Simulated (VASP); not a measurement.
Runs of VASP 6.6.1 on Ba2SeS. The structure is that of space group P4/mmm (No. 123), or close to it. The cells are those of the table. 

| level | cell | gap on the mesh (eV) | pressure (GPa) |
| --- | --- | --- | --- |
| PBE | a = 4.584, b = 4.584, c = 6.484 Å, 4 atoms | 1.96 | 1.8 |
| r2SCAN | a = 4.670, b = 4.670, c = 6.606 Å, 4 atoms | (b) | -0.7 |
| PBE | a = 4.536, b = 4.536, c = 6.417 Å, 4 atoms | 1.89 | 3.3 |
| r2SCAN | a = 4.624, b = 4.624, c = 6.541 Å, 4 atoms | (a) | 0.5 |
| PBE | a = 4.722, b = 4.722, c = 6.679 Å, 4 atoms | 2.10 | -1.6 |

Alike in all rows: task single point; potentials or basis VASP PAW PBE potentials, release 64 (S, Ba_sv, Se); no spin polarisation; k mesh 4 × 4 × 4; cutoff (eV) 520; smearing gaussian 0.01 eV.

Question: Fill in the values left out.

Answer: (a) 2.38; (b) 2.43.

Caveats: spin-orbit coupling is left out, which moves the levels of the heavy elements; the PAW data sets were made with another functional, which shifts forces and pressure a little (some runs).

A k mesh can miss the band edges, and the runs leave out spin-orbit coupling on Ba, Se.
